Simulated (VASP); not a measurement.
# Ba (R-3m) in VASP: single point with PBE

Aim: the single point of Ba with PBE.

Program: VASP 6.6.1. These are calculated values, not measurements. Logs are shortened: lines on timing, memory, paths and dates and some standing lists are left out, and cuts for length are marked.

### Step 1. The cell of the first run

Symmetry: R-3m, No. 166, trigonal system. The conventional cell has a = 6.920 Å, b = 6.920 Å, c = 4.576 Å, α = 90.00°, β = 90.00°, γ = 120.00°. Within 5.6 Å of Ba (site symmetry -3m) lie 14 Ba at 4.28 to 5.03 Å.

### Step 2. Single point, PBE

Input file INCAR:

```
SYSTEM = Ba
ALGO = Fast
EDIFF = 1E-6
ENCUT = 520
GGA = PE
ISIF = 2
ISMEAR = 0
LASPH = .True.
LCHARG = .False.
LREAL = .False.
LWAVE = .False.
NBANDS = 11
NELM = 80
PREC = Accurate
SIGMA = 0.15
```

Input file KPOINTS:

```
k-points
0
Gamma
  18 18 18
  0 0 0
```

Input file POSCAR:

```
Ba
1.0
   -2.3812767266      2.5117576431      2.5117576431
    2.5117576431     -2.3812767266      2.5117576431
    2.5117576431      2.5117576431     -2.3812767266
Ba
1
Direct
    0.0000000000      0.0000000000      0.0000000000
```

Potentials or basis: VASP PAW PBE potentials, release 64 (Ba_sv).

Command:

```sh
$ cat potpaw_PBE.64/Ba_sv/POTCAR > POTCAR
$ mpirun -np 1 vasp_std > vasp.out
```

OUTCAR:

```text
SYSTEM = Ba
   EDIFF = 1E-6
   ENCUT = 520
   GGA = PE
   ISIF = 2
   ISMEAR = 0
   LASPH = .True.
   LREAL = .False.
   NELM = 80
   PREC = Accurate

 ion  position               nearest neighbor table
   1  0.000  0.000  0.000-

  LATTYP: Found a trigonal (rhomboedric) cell.
 ALAT       =     4.2764859130
 COS(alpha) =    -0.3091289928

  Lattice vectors:

 A1 = (  -2.3812767266,   2.5117576431,   2.5117576431)
 A2 = (   2.5117576431,  -2.3812767266,   2.5117576431)
 A3 = (   2.5117576431,   2.5117576431,  -2.3812767266)

Analysis of symmetry for initial positions (statically):
=====================================================================
 Subroutine PRICEL returns:
 Original cell was already a primitive cell.

 Routine SETGRP: Setting up the symmetry group for a
 trigonal (rhombohedral) supercell.

 Subroutine GETGRP returns: Found 12 space group operations
 (whereof 12 operations were pure point group operations)
 out of a pool of 12 trial point group operations.

The static configuration has the point symmetry D_3d.

Analysis of symmetry for dynamics (positions and initial velocities):
=====================================================================
 Subroutine PRICEL returns:
 Original cell was already a primitive cell.

 Routine SETGRP: Setting up the symmetry group for a
 trigonal (rhombohedral) supercell.

 Subroutine GETGRP returns: Found 12 space group operations
 (whereof 12 operations were pure point group operations)
 out of a pool of 12 trial point group operations.

The dynamic configuration has the point symmetry D_3d.

 Subroutine INISYM returns: Found 12 space group operations
 (whereof 12 operations are pure point group operations),
 and found     1 'primitive' translations

----------------------------------------------------------------------------------------

                                     Primitive cell

  volume of cell :      63.2599

  direct lattice vectors                    reciprocal lattice vectors
    -2.381276727  2.511757643  2.511757643    -0.010092452  0.194279707  0.194279707
     2.511757643 -2.381276727  2.511757643     0.194279707 -0.010092452  0.194279707
     2.511757643  2.511757643 -2.381276727     0.194279707  0.194279707 -0.010092452

  length of vectors
     4.276485913  4.276485913  4.276485913     0.274938296  0.274938296  0.274938296

  position of ions in fractional coordinates (direct lattice)
     0.000000000  0.000000000  0.000000000

  ion indices of the primitive-cell ions
   primitive index   ion index
                 1           1

----------------------------------------------------------------------------------------

 KPOINTS: k-points

Automatic generation of k-mesh.
 Grid dimensions read from file:
 generate k-points for:   18   18   18

 Generating k-lattice:

  Cartesian coordinates                     Fractional coordinates (reciprocal lattice)
    -0.000560692  0.010793317  0.010793317     0.055555556  0.000000000  0.000000000
     0.010793317 -0.000560692  0.010793317     0.000000000  0.055555556  0.000000000
     0.010793317  0.010793317 -0.000560692     0.000000000  0.000000000  0.055555556

  Length of vectors
     0.015274350  0.015274350  0.015274350

  Shift w.r.t. Gamma in fractional coordinates (k-lattice)
     0.000000000  0.000000000  0.000000000

 Subroutine IBZKPT returns following result:
 ===========================================

 Found    580 irreducible k-points:

 Following reciprocal coordinates:
            Coordinates               Weight
  0.000000  0.000000  0.000000      1.000000
  0.055556  0.000000  0.000000      6.000000
  0.111111  0.000000  0.000000      6.000000
  0.166667 -0.000000 -0.000000      6.000000
  0.222222  0.000000  0.000000      6.000000
  0.277778 -0.000000 -0.000000      6.000000
[... 16 lines left out ...]
 -0.277778  0.055556 -0.000000     12.000000
 -0.222222  0.055556  0.000000     12.000000
 [... further k-points ...]
   k-points           NKPTS =    580   k-points in BZ     NKDIM =    580   number of bands    NBANDS=     11
   number of dos      NEDOS =    301   number of ions     NIONS =      1
   total plane-waves  NPLWV =  32768
   dimension x,y,z NGX =    32 NGY =   32 NGZ =   32
   dimension x,y,z NGXF=    64 NGYF=   64 NGZF=   64
   ions per type =               1
   NGX,Y,Z   is equivalent  to a cutoff of  12.44, 12.44, 12.44 a.u.
   NGXF,Y,Z  is equivalent  to a cutoff of  24.88, 24.88, 24.88 a.u.
 SYSTEM =  Ba
   PREC   = accura    normal or accurate (medium, high low for compatibility)
   ISTART =      0    job   : 0-new  1-cont  2-samecut
   ICHARG =      2    charge: 1-file 2-atom 10-const
   ISPIN  =      1    spin polarized calculation?
   LNONCOLLINEAR =      F non collinear calculations
   LSORBIT =      F    spin-orbit coupling
   LASPH  =      T    aspherical Exc in radial PAW
   ENCUT  =  520.0 eV  38.22 Ry    6.18 a.u.   7.95  7.95  7.95*2*pi/ulx,y,z
   NELM   =     80;   NELMIN=  2; NELMDL= -5     # of ELM steps
   EDIFF  = 0.1E-05   stopping-criterion for ELM
   LREAL  =      F    real-space projection
   EDIFFG = 0.1E-04   stopping-criterion for IOM
   NSW    =      0    number of steps for IOM
   IBRION =     -1    ionic relax: 0-MD 1-quasi-New 2-CG
   NFREE  =      0    steps in history (QN), initial steepest desc. (CG)
   ISIF   =      2    stress and relaxation
   ISYM   =      2    0-nonsym 1-usesym 2-fastsym
   POTIM  = 0.5000    time-step for ionic-motion
   TEBEG  =    0.0;   TEEND  =   0.0 temperature during run
   PSTRESS=    0.0 pullay stress
   NELECT =      10.0000    total number of electrons
   NUPDOWN=      -1.0000    fix difference up-down
   EMIN   =  10.00;   EMAX   =-10.00  energy-range for DOS
   EFERMI =   0.00;   METHOD = LEGACY
   ISMEAR =     0;   SIGMA  =   0.15  broadening in eV -4-tet -1-fermi 0-gaus
   EFERMI_NEDOS =   21; number of points for ismear=-14 and -15
   IALGO  =     68    algorithm
   IMIX   =      4    mixing-type and parameters
     AMIX     =   0.40;   BMIX     =  1.00
     AMIX_MAG =   1.60;   BMIX_MAG =  1.00
  volume/ion in A,a.u.               =      63.26       426.90
  Fermi-wavevector in a.u.,A,eV,Ry     =   0.885181  1.672749 10.660777  0.783545
  Thomas-Fermi vector in A             =   2.006180
   LORBIT       =      0    0 simple, 1 ext, 2 COOP (PROOUT), +10 PAW based schemes
   GGA     = PE    functional components
   LHFCALC =     F    Hartree Fock is set to
   AEXX    =    0.0000 exact exchange contribution
   IVDW    =     0    specifies the selected vdW correction
   LEPSILON=     F    determine dielectric tensor
   LRPA    =     F    only Hartree local field effects (RPA)
 non-spin polarized calculation
 RMM-DIIS sequential band-by-band and
 Gauss-broadening in eV      SIGMA  =   0.15
  energy-cutoff  :      520.00
  volume of cell :       63.26
 maximum number of plane-waves:      1723
   NGX = 15   NGY = 15   NGZ = 15

 number of electron      10.0000000 magnetization

 Free energy of the ion-electron system (eV)
  ---------------------------------------------------
  ext. energy  EPLUGINS =         0.00000000
  ---------------------------------------------------
  free energy    TOTEN  =        -1.90004163 eV

  energy without entropy =       -1.88618244  energy(sigma->0) =       -1.89311204

 E-fermi :   1.6284     XC(G=0):  -7.3947

 val. band max:        1.6246471427   @ k =  -0.2778   0.5000   0.2778
 cond. band min:       1.6354068196   @ k =   0.3333   0.2222   0.1111
 fundamental gap:      0.0107596769
 Fermi energy:         1.6283518172

 k-point     1 :       0.0000    0.0000    0.0000
  band No.  band energies     occupation
      1     -27.2705      2.00000
      2     -12.2435      2.00000
      3     -12.2052      2.00000
      4     -12.2052      2.00000
      5      -1.1118      2.00000
      6       3.2152      0.00000
      7       3.2152      0.00000
      8       3.8360      0.00000
      9       4.9280      0.00000
     10       4.9280      0.00000
     11       8.3814      0.00000

 k-point     2 :       0.0556    0.0000    0.0000
  band No.  band energies     occupation
      1     -27.2693      2.00000
      2     -12.2522      2.00000
      3     -12.2139      2.00000
      4     -12.2053      2.00000
      5      -1.0568      2.00000
      6       3.1798      0.00000
      7       3.2101      0.00000
      8       3.8559      0.00000
      9       4.8717      0.00000
     10       4.9233      0.00000
     11       8.4578      0.00000

 k-point     3 :       0.1111    0.0000    0.0000
  band No.  band energies     occupation
      1     -27.2661      2.00000
      2     -12.2848      2.00000
      3     -12.2312      2.00000
      4     -12.2058      2.00000
      5      -0.8963      2.00000
      6       3.0812      0.00000
      7       3.1553      0.00000
      8       3.9455      0.00000
      9       4.7743      0.00000
     10       4.9185      0.00000
     11       8.6549      0.00000

 k-point     4 :       0.1667   -0.0000   -0.0000
  band No.  band energies     occupation
      1     -27.2611      2.00000
      2     -12.3427      2.00000
      3     -12.2485      2.00000
      4     -12.2066      2.00000
      5      -0.6447      2.00000
      6       2.9387      0.00000
      7       3.0023      0.00000
      8       4.1555      0.00000
      9       4.7376      0.00000
     10       4.9324      0.00000
     11       8.8784      0.00000

 k-point     5 :       0.2222    0.0000    0.0000
  band No.  band energies     occupation
      1     -27.2549      2.00000
      2     -12.4153      2.00000
      3     -12.2665      2.00000
      4     -12.2075      2.00000
      5      -0.3267      2.00000
      6       2.7766      0.00000
      7       2.7924      0.00000
      8       4.4894      0.00000
      9       4.7825      0.00000
     10       4.9809      0.00000
     11       8.9434      0.00000
[... 211 lines left out ...]
 k-point    21 :      -0.3889    0.0556    0.0000
  band No.  band energies     occupation
      1     -27.2381      2.00000
      2     -12.6029      2.00000
      3     -12.3081      2.00000
      4     -12.2148      2.00000
      5       0.5218      2.00000
      6       2.4169      0.00000
      7       2.4718      0.00000
      8       4.9189      0.00000
      9       5.3062      0.00000
     10       5.7525      0.00000
     11       8.1039      0.00000

 k-point    22 :      -0.3333    0.0556    0.0000
  band No.  band energies     occupation
      1     -27.2435      2.00000
      2     -12.5432      2.00000
      3     -12.2919      2.00000
      4     -12.2136      2.00000
      5       0.2428      2.00000
      6       2.4998      0.00000
      7       2.5591      0.00000
      8       4.8130      0.00000
      9       5.1785      0.00000
     10       5.2261      0.00000
     11       8.5120      0.00000

 k-point    23 :      -0.2778    0.0556   -0.0000
  band No.  band energies     occupation
      1     -27.2498      2.00000
      2     -12.4713      2.00000
      3     -12.2746      2.00000
      4     -12.2124      2.00000
      5      -0.0969      2.00000
      6       2.6701      0.00000
      7       2.7123      0.00000
      8       4.6971      0.00000
      9       4.7214      0.00000
     10       5.0669      0.00000
     11       8.8814      0.00000

 k-point    24 :      -0.2222    0.0556    0.0000
  band No.  band energies     occupation
      1     -27.2562      2.00000
      2     -12.3950      2.00000
      3     -12.2583      2.00000
      4     -12.2114      2.00000
      5      -0.4351      2.00000
      6       2.8799      0.00000
      7       2.9140      0.00000
      8       4.2857      0.00000
      9       4.6239      0.00000
     10       4.9708      0.00000
     11       8.9445      0.00000

 [... further k-points ...]

------------------------ aborting loop because EDIFF is reached ----------------------------------------

  FORCE on cell =-STRESS in cart. coord.  units (eV):
  Direction    XX          YY          ZZ          XY          YZ          ZX
  --------------------------------------------------------------------------------------
  -------------------------------------------------------------------------------------
  Total        0.0267827      0.0267827      0.0267827     -0.1829516     -0.1829516     -0.1829516
  in kB        0.6783238      0.6783238      0.6783238     -4.6335959     -4.6335959     -4.6335959
  external PRESSURE =       0.6783238 kB  Pullay stress =       0.0000000 kB

 VOLUME and BASIS-vectors are now :
 -----------------------------------------------------------------------------
  energy-cutoff  :      520.00
  volume of cell :       63.26
      direct lattice vectors                 reciprocal lattice vectors
    -2.381276727  2.511757643  2.511757643    -0.010092452  0.194279707  0.194279707
     2.511757643 -2.381276727  2.511757643     0.194279707 -0.010092452  0.194279707
     2.511757643  2.511757643 -2.381276727     0.194279707  0.194279707 -0.010092452

 POSITION                                       TOTAL-FORCE (eV/Angst)
 -----------------------------------------------------------------------------------
      0.00000      0.00000      0.00000         0.000000      0.000000      0.000000
 -----------------------------------------------------------------------------------
    total drift:                                0.000000      0.000000     -0.000000

  FREE ENERGIE OF THE ION-ELECTRON SYSTEM (eV)
  ---------------------------------------------------
  free  energy   TOTEN  =        -1.9000416330 eV

  energy  without entropy=       -1.8861824410  energy(sigma->0) =       -1.89311204
```

It took 8.8 min on 1 thread of AMD EPYC 7R43 (Zen 3), shared host; peak memory 0.45 GiB.

What came out:

- Free energy: -1.9000 eV
- Pressure: 0.1 GPa
- Band gap on the k mesh: zero (bands 5 and 6 overlap by 0.88 eV)

Caveat: spin-orbit coupling is left out, which moves the levels of the heavy elements.
